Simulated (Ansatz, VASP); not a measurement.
# One calculation of Pt, two programs

```
CELL_PARAMETERS angstrom
2.15807 0.00000 0.00000
0.00000 2.15807 0.00000
0.00000 0.00000 2.15807
ATOMIC_POSITIONS crystal
Pt 0.00000 0.00000 0.00000
```

Change from the starting cell: volume scaled by 0.58, PAW files.

Alike in both runs: task single point; functional PBEsol; k mesh 15 × 15 × 15; occupations fermi-dirac, width 0.1 eV; no spin polarisation.

|  | VASP | Ansatz |
| --- | --- | --- |
| version | VASP 6.6.1 | Ansatz 0.2.0 |
| potentials or method | VASP PAW PBE potentials, release 64 (Pt) | PAW with Ansatz's default frozen-core files, scalar-relativistic |
| plane-wave cutoff (eV) | 520 | 420 |
| valence electrons in the cell | 10 | 18 |

Ansatz gave:

```
pressure (GPa) : 470.0
```

Question: Estimate VASP's values.

Answer: Pressure (GPa): 464.2.

VASP's potentials were made for PBE, not for PBEsol. Both programs put the cell under a high pressure, so it lies far from rest at this level. VASP's potentials hold 10 valence electrons a cell and Ansatz's 18, so a difference there can come from the potentials and not from the codes.

Spin-orbit coupling is off throughout. Noted on VASP's run: the cell as given lies far from equilibrium.
